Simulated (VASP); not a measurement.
# InRh (P4mm) in VASP: notebook

The runs below take InRh through single point, with LDA.

All numbers are computed with VASP 6.6.1; they aren't measurements. Logs are shortened: lines on timing, memory, paths and dates and some standing lists are left out, and cuts for length are marked.

### Step 1. The cell of the first run

The structure is tetragonal, space group P4mm (No. 99). The conventional cell has a = 3.196 Å, b = 3.196 Å, c = 3.196 Å, α = 90.00°, β = 90.00°, γ = 90.00°. Within 3.6 Å of In (site symmetry 4mm) lie 8 Rh at 2.71 to 2.83 Å and 6 In at 3.20 Å. Within 3.6 Å of Rh (site symmetry 4mm) lie 8 In at 2.71 to 2.83 Å and 6 Rh at 3.20 Å.

### Step 2. Single point, LDA (all In atoms moved -0.100 Å, as atom 1 along Cartesian [0 1 0])

INCAR

```
SYSTEM = InRh
PREC = Accurate
ENCUT = 520
EDIFF = 1E-7
ISMEAR = 0
SIGMA = 0.15
LREAL = .FALSE.
LASPH = .TRUE.
NELM = 100
ALGO = Fast
ISIF = 2
LWAVE = .FALSE.
LCHARG = .FALSE.
NBANDS = 21
```

KPOINTS

```
regular mesh
0
G
  16 16 16
  0 0 0
```

POSCAR

```
InRh
1.0
    3.1960000000      0.0000000000      0.0000000000
    0.0000000000      3.1960000000      0.0000000000
    0.0000000000      0.0000000000      3.1960000000
In Rh
1 1
Direct
    0.5000000000      0.4687108886      0.5000000000
    0.0000000000      0.0000000000      0.0000000000
```

Potentials or basis: VASP PAW LDA potentials, release 64 (In_d, Rh_pv).

Command:

```console
$ cat potpaw_LDA.64/In_d/POTCAR potpaw_LDA.64/Rh_pv/POTCAR > POTCAR
$ mpirun -np 1 vasp_std > vasp.out
```

OUTCAR:

```text
SYSTEM = InRh
   PREC = Accurate
   ENCUT = 520
   EDIFF = 1E-7
   ISMEAR = 0
   LREAL = .FALSE.
   LASPH = .TRUE.
   NELM = 100
   ISIF = 2

 ion  position               nearest neighbor table
   1  0.500  0.469  0.500-   2 2.71   2 2.71   2 2.71   2 2.71   2 2.83   2 2.83   2 2.83   2 2.83

   2  0.000  0.000  0.000-   1 2.71   1 2.71   1 2.71   1 2.71   1 2.83   1 2.83   1 2.83   1 2.83

  LATTYP: Found a simple cubic cell.
 ALAT       =     3.1960000000

  Lattice vectors:

 A1 = (   3.1960000000,   0.0000000000,   0.0000000000)
 A2 = (   0.0000000000,   3.1960000000,   0.0000000000)
 A3 = (   0.0000000000,   0.0000000000,   3.1960000000)

Analysis of symmetry for initial positions (statically):
=====================================================================
 Subroutine PRICEL returns:
 Original cell was already a primitive cell.

 Routine SETGRP: Setting up the symmetry group for a
 simple cubic supercell.

 Subroutine GETGRP returns: Found  8 space group operations
 (whereof  8 operations were pure point group operations)
 out of a pool of 48 trial point group operations.

The static configuration has the point symmetry C_4v.

Analysis of symmetry for dynamics (positions and initial velocities):
=====================================================================
 Subroutine PRICEL returns:
 Original cell was already a primitive cell.

 Routine SETGRP: Setting up the symmetry group for a
 simple cubic supercell.

 Subroutine GETGRP returns: Found  8 space group operations
 (whereof  8 operations were pure point group operations)
 out of a pool of 48 trial point group operations.

The dynamic configuration has the point symmetry C_4v.

 Subroutine INISYM returns: Found  8 space group operations
 (whereof  8 operations are pure point group operations),
 and found     1 'primitive' translations

----------------------------------------------------------------------------------------

                                     Primitive cell

  volume of cell :      32.6453

  direct lattice vectors                    reciprocal lattice vectors
     3.196000000  0.000000000  0.000000000     0.312891114  0.000000000  0.000000000
     0.000000000  3.196000000  0.000000000     0.000000000  0.312891114  0.000000000
     0.000000000  0.000000000  3.196000000     0.000000000  0.000000000  0.312891114

  length of vectors
     3.196000000  3.196000000  3.196000000     0.312891114  0.312891114  0.312891114

  position of ions in fractional coordinates (direct lattice)
     0.500000000  0.468710889  0.500000000
     0.000000000  0.000000000  0.000000000

  ion indices of the primitive-cell ions
   primitive index   ion index
                 1           1
                 2           2

----------------------------------------------------------------------------------------

 KPOINTS: regular mesh

Automatic generation of k-mesh.
 Grid dimensions read from file:
 generate k-points for:   16   16   16

 Generating k-lattice:

  Cartesian coordinates                     Fractional coordinates (reciprocal lattice)
     0.019555695  0.000000000  0.000000000     0.062500000  0.000000000  0.000000000
     0.000000000  0.019555695  0.000000000     0.000000000  0.062500000  0.000000000
     0.000000000  0.000000000  0.019555695     0.000000000  0.000000000  0.062500000

  Length of vectors
     0.019555695  0.019555695  0.019555695

  Shift w.r.t. Gamma in fractional coordinates (k-lattice)
     0.000000000  0.000000000  0.000000000

 Subroutine IBZKPT returns following result:
 ===========================================

 Found    405 irreducible k-points:

 Following reciprocal coordinates:
            Coordinates               Weight
  0.000000  0.000000  0.000000      1.000000
  0.062500  0.000000  0.000000      4.000000
  0.000000  0.062500  0.000000      2.000000
  0.125000  0.000000  0.000000      4.000000
  0.000000  0.125000  0.000000      2.000000
  0.187500  0.000000  0.000000      4.000000
[... 16 lines left out ...]
  0.187500  0.062500  0.000000      8.000000
  0.000000  0.187500  0.062500      8.000000
 [... further k-points ...]
   k-points           NKPTS =    405   k-points in BZ     NKDIM =    405   number of bands    NBANDS=     21
   number of dos      NEDOS =    301   number of ions     NIONS =      2
   total plane-waves  NPLWV =  13824
   dimension x,y,z NGX =    24 NGY =   24 NGZ =   24
   dimension x,y,z NGXF=    48 NGYF=   48 NGZF=   48
   ions per type =               1   1
   NGX,Y,Z   is equivalent  to a cutoff of  12.48, 12.48, 12.48 a.u.
   NGXF,Y,Z  is equivalent  to a cutoff of  24.97, 24.97, 24.97 a.u.
 SYSTEM =  InRh
   PREC   = accura    normal or accurate (medium, high low for compatibility)
   ISTART =      0    job   : 0-new  1-cont  2-samecut
   ICHARG =      2    charge: 1-file 2-atom 10-const
   ISPIN  =      1    spin polarized calculation?
   LNONCOLLINEAR =      F non collinear calculations
   LSORBIT =      F    spin-orbit coupling
   LASPH  =      T    aspherical Exc in radial PAW
   ENCUT  =  520.0 eV  38.22 Ry    6.18 a.u.   5.94  5.94  5.94*2*pi/ulx,y,z
   NELM   =    100;   NELMIN=  2; NELMDL= -5     # of ELM steps
   EDIFF  = 0.1E-06   stopping-criterion for ELM
   LREAL  =      F    real-space projection
   EDIFFG = 0.1E-05   stopping-criterion for IOM
   NSW    =      0    number of steps for IOM
   IBRION =     -1    ionic relax: 0-MD 1-quasi-New 2-CG
   NFREE  =      0    steps in history (QN), initial steepest desc. (CG)
   ISIF   =      2    stress and relaxation
   ISYM   =      2    0-nonsym 1-usesym 2-fastsym
   POTIM  = 0.5000    time-step for ionic-motion
   TEBEG  =    0.0;   TEEND  =   0.0 temperature during run
   PSTRESS=    0.0 pullay stress
   NELECT =      28.0000    total number of electrons
   NUPDOWN=      -1.0000    fix difference up-down
   EMIN   =  10.00;   EMAX   =-10.00  energy-range for DOS
   EFERMI =   0.00;   METHOD = LEGACY
   ISMEAR =     0;   SIGMA  =   0.15  broadening in eV -4-tet -1-fermi 0-gaus
   EFERMI_NEDOS =   21; number of points for ismear=-14 and -15
   IALGO  =     68    algorithm
   IMIX   =      4    mixing-type and parameters
     AMIX     =   0.40;   BMIX     =  1.00
     AMIX_MAG =   1.60;   BMIX_MAG =  1.00
  volume/ion in A,a.u.               =      16.32       110.15
  Fermi-wavevector in a.u.,A,eV,Ry     =   1.555443  2.939361 32.917971  2.419403
  Thomas-Fermi vector in A             =   2.659383
   LORBIT       =      0    0 simple, 1 ext, 2 COOP (PROOUT), +10 PAW based schemes
   GGA     = CA    functional components
   LHFCALC =     F    Hartree Fock is set to
   AEXX    =    0.0000 exact exchange contribution
   IVDW    =     0    specifies the selected vdW correction
   LEPSILON=     F    determine dielectric tensor
   LRPA    =     F    only Hartree local field effects (RPA)
 non-spin polarized calculation
 RMM-DIIS sequential band-by-band and
 Gauss-broadening in eV      SIGMA  =   0.15
  energy-cutoff  :      520.00
  volume of cell :       32.65
 maximum number of plane-waves:       912
 NGX is ok and might be reduce to    24
   NGX = 11   NGY = 11   NGZ = 11

 number of electron      27.9999998 magnetization

 Free energy of the ion-electron system (eV)
  ---------------------------------------------------
  ext. energy  EPLUGINS =         0.00000000
  ---------------------------------------------------
  free energy    TOTEN  =       -12.76216667 eV

  energy without entropy =      -12.74806053  energy(sigma->0) =      -12.75511360

 E-fermi :  11.3517     XC(G=0): -13.0985

 val. band max:       11.3456532226   @ k =   0.3750   0.0625   0.4375
 cond. band min:      11.3519146945   @ k =   0.5000   0.2500   0.0625
 fundamental gap:      0.0062614719
 Fermi energy:        11.3516659207

 k-point     1 :       0.0000    0.0000    0.0000
  band No.  band energies     occupation
      1     -34.5570      2.00000
      2     -34.5570      2.00000
      3     -34.5539      2.00000
      4      -3.5900      2.00000
      5      -3.5886      2.00000
      6      -3.0845      2.00000
[... 13 lines left out ...]
     20      23.2019      0.00000
     21      27.4612      0.00000

 k-point     2 :       0.0625    0.0000    0.0000
  band No.  band energies     occupation
      1     -34.5596      2.00000
      2     -34.5568      2.00000
      3     -34.5537      2.00000
      4      -3.5860      2.00000
      5      -3.5728      2.00000
      6      -3.0892      2.00000
[... 13 lines left out ...]
     20      23.5000      0.00000
     21      27.4345      0.00000

 k-point     3 :       0.0000    0.0625    0.0000
  band No.  band energies     occupation
      1     -34.5568      2.00000
      2     -34.5568      2.00000
      3     -34.5565      2.00000
      4      -3.5869      2.00000
      5      -3.5719      2.00000
      6      -3.0852      2.00000
[... 13 lines left out ...]
     20      23.4463      0.00000
     21      27.4910      0.00000

 k-point     4 :       0.1250    0.0000    0.0000
  band No.  band energies     occupation
      1     -34.5672      2.00000
      2     -34.5563      2.00000
      3     -34.5532      2.00000
      4      -3.5774      2.00000
      5      -3.5251      2.00000
      6      -3.1026      2.00000
[... 13 lines left out ...]
     20      24.6236      0.00000
     21      27.2845      0.00000

 k-point     5 :       0.0000    0.1250    0.0000
  band No.  band energies     occupation
      1     -34.5640      2.00000
      2     -34.5563      2.00000
      3     -34.5563      2.00000
      4      -3.5782      2.00000
      5      -3.5245      2.00000
      6      -3.0988      2.00000
[... 13 lines left out ...]
     20      24.5596      0.00000
     21      27.3536      0.00000

 k-point     6 :       0.1875    0.0000    0.0000
  band No.  band energies     occupation
      1     -34.5784      2.00000
      2     -34.5555      2.00000
      3     -34.5524      2.00000
      4      -3.5647      2.00000
      5      -3.4538      2.00000
      6      -3.1224      2.00000
[... 13 lines left out ...]
     20      26.2901      0.00000
     21      27.1240      0.00000

 k-point     7 :       0.0000    0.1875    0.0000
  band No.  band energies     occupation
      1     -34.5752      2.00000
      2     -34.5555      2.00000
      3     -34.5555      2.00000
      4      -3.5650      2.00000
      5      -3.4538      2.00000
      6      -3.1189      2.00000
[... 13 lines left out ...]
     20      26.2296      0.00000
     21      27.1670      0.00000
[... 291 lines left out ...]
      1     -34.5670      2.00000
      2     -34.5561      2.00000
      3     -34.5558      2.00000
      4      -3.5655      2.00000
      5      -3.5175      2.00000
      6      -3.1052      2.00000
[... 13 lines left out ...]
     20      24.5977      0.00000
     21      27.2190      0.00000

 k-point    21 :       0.0000    0.1250    0.0625
  band No.  band energies     occupation
      1     -34.5638      2.00000
      2     -34.5589      2.00000
      3     -34.5561      2.00000
      4      -3.5660      2.00000
      5      -3.5171      2.00000
      6      -3.1050      2.00000
[... 13 lines left out ...]
     20      24.5327      0.00000
     21      27.1934      0.00000

 k-point    22 :       0.0625    0.0000    0.1250
  band No.  band energies     occupation
      1     -34.5670      2.00000
      2     -34.5589      2.00000
      3     -34.5530      2.00000
      4      -3.5652      2.00000
      5      -3.5177      2.00000
      6      -3.1088      2.00000
[... 13 lines left out ...]
     20      24.6003      0.00000
     21      27.1538      0.00000

 k-point    23 :       0.1875    0.0625    0.0000
  band No.  band energies     occupation
      1     -34.5782      2.00000
      2     -34.5553      2.00000
      3     -34.5550      2.00000
      4      -3.5526      2.00000
      5      -3.4466      2.00000
      6      -3.1272      2.00000
[... 13 lines left out ...]
     20      26.2182      0.00000
     21      26.8923      0.00000

 k-point    24 :       0.0000    0.1875    0.0625
  band No.  band energies     occupation
      1     -34.5750      2.00000
      2     -34.5581      2.00000
      3     -34.5553      2.00000
      4      -3.5528      2.00000
      5      -3.4466      2.00000
      6      -3.1267      2.00000
[... 13 lines left out ...]
     20      26.1548      0.00000
     21      26.8815      0.00000

 [... further k-points ...]

------------------------ aborting loop because EDIFF is reached ----------------------------------------

  FORCE on cell =-STRESS in cart. coord.  units (eV):
  Direction    XX          YY          ZZ          XY          YZ          ZX
  --------------------------------------------------------------------------------------
  -------------------------------------------------------------------------------------
  Total       -0.8729697     -1.0067511     -0.8729697      0.0000000      0.0000000      0.0000000
  in kB      -42.8439446    -49.4097190    -42.8439446      0.0000000      0.0000000      0.0000000
  external PRESSURE =     -45.0325361 kB  Pullay stress =       0.0000000 kB

 VOLUME and BASIS-vectors are now :
 -----------------------------------------------------------------------------
  energy-cutoff  :      520.00
  volume of cell :       32.65
      direct lattice vectors                 reciprocal lattice vectors
     3.196000000  0.000000000  0.000000000     0.312891114  0.000000000  0.000000000
     0.000000000  3.196000000  0.000000000     0.000000000  0.312891114  0.000000000
     0.000000000  0.000000000  3.196000000     0.000000000  0.000000000  0.312891114

 POSITION                                       TOTAL-FORCE (eV/Angst)
 -----------------------------------------------------------------------------------
      1.59800      1.49800      1.59800         0.000000      0.574806     -0.000000
      0.00000      0.00000      0.00000        -0.000000     -0.574806      0.000000
 -----------------------------------------------------------------------------------
    total drift:                                0.000000      0.000461     -0.000000

  FREE ENERGIE OF THE ION-ELECTRON SYSTEM (eV)
  ---------------------------------------------------
  free  energy   TOTEN  =       -12.7621666700 eV

  energy  without entropy=      -12.7480605339  energy(sigma->0) =      -12.75511360
```

Run time: 5.5 min. Hardware: 1 thread of Intel Xeon 8259CL, shared host; peak memory 0.36 GiB.

Results:

| Property | Result |
| --- | --- |
| Free energy | -12.7622 eV |
| Pressure | -4.5 GPa |
| Largest force | 0.575 eV/Å |
| Band gap on the k mesh | zero (bands 14 and 15 overlap by 1.81 eV) |

Forces in eV/Å, atoms in the order of the input:
```
In   0.000  0.575  0.000
Rh   0.000 -0.575  0.000
```

Levels at points of the mesh, in eV from the Fermi level:
```tsv
k point	band 11	band 12	band 13	band 14	band 15	band 16	band 17	band 18
(0.00, 0.00, 0.00)	-3.39	-1.23	-1.23	-1.23	4.53	4.53	4.59	10.81
(0.50, 0.00, 0.00)	-3.40	-2.64	-2.61	-1.33	0.02	9.90	10.71	10.80
(0.00, 0.50, 0.00)	-3.41	-2.63	-2.63	-1.35	0.04	10.24	10.60	10.60
(0.50, 0.50, 0.00)	-2.35	-2.27	-1.80	-1.78	-0.53	2.88	3.60	9.88
(0.50, 0.00, 0.50)	-2.38	-2.38	-1.75	-1.75	-0.53	2.88	3.62	9.92
(0.50, 0.50, 0.50)	-4.79	-0.47	-0.47	0.13	4.23	4.23	4.33	5.71
```

Caveat: the cell differs from its parent crystal (all In atoms moved -0.100 Å, as atom 1 along Cartesian [0 1 0]); the cell stands under tension; spin-orbit coupling is left out, which moves the levels of the heavy elements.

### Step 3. Single point, LDA (all In atoms moved +0.075 Å, as atom 1 along Cartesian [0 1 0])

INCAR

```
PREC = Accurate
ENCUT = 520
EDIFF = 1E-6
ISMEAR = 0
SIGMA = 0.15
LREAL = False
LASPH = True
NELM = 60
ALGO = Fast
ISIF = 2
LWAVE = False
LCHARG = True
LELF = True
LVHAR = True
NBANDS = 21
```

KPOINTS

```
regular mesh
0
Gamma
  16 16 16
```

POSCAR, as its differences from that of step 2:

```diff
@@ -8,3 +8,3 @@
 Direct
-    0.5000000000      0.4687108886      0.5000000000
+    0.5000000000      0.5234668335      0.5000000000
     0.0000000000      0.0000000000      0.0000000000
```

Potentials or basis: VASP PAW LDA potentials, release 64 (In_d, Rh_pv).

Command:

```console
$ cat potpaw_LDA.64/In_d/POTCAR potpaw_LDA.64/Rh_pv/POTCAR > POTCAR
$ mpirun -np 1 vasp_std > vasp.out
```

Run time: 4.5 min. Hardware: 1 thread of Intel Xeon 8259CL, shared host; peak memory 0.36 GiB.

The run converged. Its results:

* Free energy: -12.7747 eV
* Pressure: -4.8 GPa
* Largest force: 0.431 eV/Å
* Band gap on the k mesh: zero (bands 14 and 15 overlap by 1.81 eV)

Forces in eV/Å, atoms in the order of the input:
```
In   0.000 -0.431  0.000
Rh   0.000  0.431  0.000
```

Stress tensor (GPa, compression positive):
```
-4.69  0.00  0.00
 0.00 -5.07  0.00
 0.00  0.00 -4.69
```

Levels at points of the mesh, in eV from the Fermi level:
| k point | band 10 | band 11 | band 12 | band 13 | band 14 | band 15 | band 16 | band 17 | band 18 | band 19 |
| --- | --- | --- | --- | --- | --- | --- | --- | --- | --- | --- |
| (0.00, 0.00, 0.00) | -3.40 | -3.39 | -1.23 | -1.23 | -1.22 | 4.52 | 4.52 | 4.56 | 10.83 | 11.83 |
| (0.50, 0.00, 0.00) | -6.19 | -3.41 | -2.64 | -2.62 | -1.34 | 0.02 | 10.02 | 10.70 | 10.77 | 11.50 |
| (0.00, 0.50, 0.00) | -6.17 | -3.41 | -2.64 | -2.64 | -1.34 | 0.03 | 10.24 | 10.64 | 10.64 | 11.57 |
| (0.50, 0.50, 0.00) | -3.04 | -2.35 | -2.30 | -1.79 | -1.78 | -0.53 | 2.88 | 3.61 | 9.87 | 11.61 |
| (0.50, 0.00, 0.50) | -3.01 | -2.37 | -2.37 | -1.77 | -1.77 | -0.53 | 2.88 | 3.61 | 9.89 | 11.64 |
| (0.50, 0.50, 0.50) | -4.79 | -4.79 | -0.47 | -0.47 | 0.13 | 4.27 | 4.27 | 4.33 | 5.70 | 5.74 |

Caveat: the cell differs from its parent crystal (all In atoms moved +0.075 Å, as atom 1 along Cartesian [0 1 0]); the cell stands under tension; spin-orbit coupling is left out, which moves the levels of the heavy elements.
